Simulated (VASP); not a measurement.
Set up this calculation in VASP 6.6.1, as the native input.

| Property | Result |
| --- | --- |
| Task | single point |
| Functional | r2SCAN |
| Potentials or basis | VASP PAW PBE potentials, release 64 (Lu, P) |
| Cutoff | 520 eV |
| k mesh | 5 × 5 × 5 |
| Occupations | fermi-dirac, width 0.1 eV |
| Spin | no spin polarisation |
| Dipole correction | no |
| Further INCAR settings | ALGO = Normal; EDIFF = 1e-06; NBANDS = 44 |

LuP2:

```
Lu P
1.0
    -4.65018    2.58847    0.00000
     0.00000    2.58847    4.33297
     4.65018    2.58847    0.00000
Lu P
2 4
Cartesian
  0.0000 0.0000 0.0000
  -2.3251 3.8827 2.1665
  -1.1924 2.5885 0.0000
  1.1924 2.5885 0.0000
  3.5175 3.8827 2.1665
  1.1326 3.8827 2.1665
```

One way to write it, as run:

POSCAR

```
LuP2
1.0
   -4.6501757646      2.5884715977      0.0000000000
    0.0000000000      2.5884715977      4.3329720547
    4.6501757646      2.5884715977      0.0000000000
Lu P
2 4
Direct
    0.0000000000      0.0000000000      0.0000000000
    0.7500000000      0.5000000000      0.2500000000
    0.6282155021      0.0000000000      0.3717844979
    0.3717844979      0.0000000000      0.6282155021
    0.1217844979      0.5000000000      0.8782155021
    0.3782155021      0.5000000000      0.6217844979
```

INCAR.step1

```
PREC     = Accurate       # precision mode
ENCUT    = 520            # plane-wave cutoff, eV
ISMEAR   = -1             # smearing method
SIGMA    = 0.1            # smearing width, eV
LREAL    = F              # projectors in reciprocal space
LASPH    = T              # aspherical terms in the spheres
NELM     = 100            # most SCF steps
NBANDS   = 44             # bands
GGA      = PE             # functional
ALGO     = Normal         # electronic algorithm
EDIFF    = 1E-4           # SCF threshold, eV
LWAVE    = T              # write WAVECAR
LCHARG   = F              # write CHGCAR
```

INCAR.step2

```
PREC     = Accurate       # precision mode
ENCUT    = 520            # plane-wave cutoff, eV
EDIFF    = 1E-6           # SCF threshold, eV
ISMEAR   = -1             # smearing method
SIGMA    = 0.1            # smearing width, eV
LREAL    = F              # projectors in reciprocal space
LASPH    = T              # aspherical terms in the spheres
NELM     = 100            # most SCF steps
ALGO     = Normal         # electronic algorithm
ISIF     = 2              # what is computed and relaxed
LWAVE    = F              # write WAVECAR
LCHARG   = F              # write CHGCAR
METAGGA  = R2SCAN         # meta-GGA
LMIXTAU  = T            
NBANDS   = 44             # bands
ISTART   = 1
```

KPOINTS

```
Automatic mesh
0
Gamma
  5 5 5
```

Potentials or basis: VASP PAW PBE potentials, release 64 (Lu, P).

Command:

```console
$ cat potpaw_PBE.64/Lu/POTCAR potpaw_PBE.64/P/POTCAR > POTCAR
$ cp INCAR.step1 INCAR
$ mpirun -np 1 vasp_std > vasp.out
$ cp INCAR.step2 INCAR
$ mpirun -np 1 vasp_std > vasp.out
```

Results of the run:

* Pressure: 0.4 GPa
* Largest force: 0.032 eV/Å
* Band gap on the k mesh: zero (bands 35 and 36 overlap by 0.14 eV)

Caveat: the PAW data sets were made with another functional, which shifts forces and pressure a little; spin-orbit coupling is left out, which moves the levels of the heavy elements.

It took 6.5 min on 1 thread of Intel(R) Xeon(R) Platinum 8488C (Sapphire Rapids) (shared host), peak memory 0.32 GiB.
